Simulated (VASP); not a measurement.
Write the native input for VASP 6.6.1 that does the following.

- Task: relaxation of cell and atoms
- Functional: PBEsol
- Potentials or basis: VASP PAW PBE potentials, release 64 (W_sv, S)
- Cutoff: 600 eV
- k mesh: 6 × 6 × 6
- Occupations: fermi-dirac, width 0.03 eV
- Spin: no spin polarisation
- Dipole correction: no
- Further INCAR settings: ALGO = Normal; EDIFF = 1e-07; IBRION = 2; EDIFFG = -0.01; NSW = 100; ISIF = 3

The structure of WS2 lies in POSCAR:

```
WS2
1.0
    0.0000000000      3.0542055300      3.0542055300
    3.0542055300      0.0000000000      3.0542055300
    3.0542055300      3.0542055300      0.0000000000
W S
1 2
Direct
    0.0000000000      0.0000000000      0.0000000000
    0.7500000000      0.7500000000      0.7500000000
    0.2500000000      0.2500000000      0.2500000000
```

The input as run:

INCAR

```
SYSTEM = WS2
PREC = Accurate ; ENCUT = 600
EDIFF = 1E-7 ; ISMEAR = -1
SIGMA = 0.03 ; LREAL = .FALSE.
LASPH = .TRUE. ; NELM = 80
ALGO = Normal ; ISIF = 3
LWAVE = .FALSE. ; LCHARG = .FALSE.
GGA = PS ; IBRION = 2
NSW = 100 ; EDIFFG = -0.01
```

KPOINTS

```
regular mesh
0
G
  6 6 6
  0 0 0
```

Potentials or basis: VASP PAW PBE potentials, release 64 (W_sv, S).

Command:

```sh
$ cat potpaw_PBE.64/W_sv/POTCAR potpaw_PBE.64/S/POTCAR > POTCAR
$ mpirun -np 1 vasp_std > vasp.out
```

Results of the run:

The relaxed volume is 16.32 Å³/atom and the relaxed cell is a = 4.107 Å, b = 4.107 Å, c = 4.107 Å, α = 60.00°, β = 60.00°, γ = 60.00°. The space group after relaxing (to 0.05 Å) is Fm-3m (No. 225). The energy gained by relaxing is 175.4 meV/atom, the ionic steps are 7 and the pressure after relaxing is 0.0 GPa. The band gap on the k mesh is zero (band 13 reaches 8.92 eV, above the bottom of band 14 at 7.79 eV).

Caveat: the PAW data sets were made with another functional, which shifts forces and pressure a little; spin-orbit coupling is left out, which moves the levels of the heavy elements.

It took 2.8 min on 1 thread of Intel Xeon 8259CL, on a shared host, peak memory 0.22 GiB.
